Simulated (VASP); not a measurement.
**Mn: single point with PBEsol**

Crystal: Mn.

```xyz
2
Lattice="2.4515 0.0000 0.0000 -1.2257 2.1230 0.0000 0.0000 0.0000 3.9652" Properties=species:S:1:pos:R:3 pbc="T T T"
Mn    0.0000    1.4154    0.9913
Mn    1.2257    0.7077    2.9739
```

This isn't the form of Mn at room conditions, which is a 58-atom cubic cell.

| Item | Value |
| --- | --- |
| Program | VASP 6.6.1 |
| Task | single point |
| Functional | PBEsol |
| Potentials or basis | VASP PAW PBE potentials, release 64 (Mn_pv) |
| Cutoff | 520 eV |
| k mesh | 17 × 17 × 9 |
| Occupations | fermi-dirac, width 0.05 eV |
| Spin | collinear spin, antiferromagnetic start |
| Starting moments | [3.0, -3.0] μB |
| Dipole correction | no |
| Further INCAR settings | ALGO = Normal; EDIFF = 1e-06; NBANDS = 24 |

```json
{
 "Pressure": "0.0 GPa",
 "Band gap on the k mesh": "zero (filled and empty bands overlap)",
 "Net moment": "0.00 μB per cell",
 "Valence electrons inside the program's atomic spheres": "Mn 12.08"
}
```

Stress tensor (GPa, compression positive):
```
 0.07  0.00  0.00
 0.00  0.07  0.00
 0.00  0.00 -0.26
```

Levels at points of the mesh, in eV from the Fermi level:
Spin up:
```
           k point  band 10  band 11  band 12  band 13  band 14  band 15  band 16  band 17
(0.00, 0.00, 0.00)    -1.01    -1.01    -0.50    -0.50     0.05     0.05     0.81     1.71
```
Spin down:
| k point | band 9 | band 10 | band 11 | band 12 | band 13 | band 14 | band 15 | band 16 | band 17 | band 18 |
| --- | --- | --- | --- | --- | --- | --- | --- | --- | --- | --- |
| (0.00, 0.00, 0.00) | -1.02 | -1.01 | -1.01 | -0.50 | -0.50 | 0.05 | 0.05 | 0.81 | 1.71 | 1.71 |

It took 6.3 min on 1 thread of Intel Xeon 8259CL, on a shared host, peak memory 0.22 GiB.

Caveat: the PAW data sets were made with another functional, which shifts forces and pressure a little.
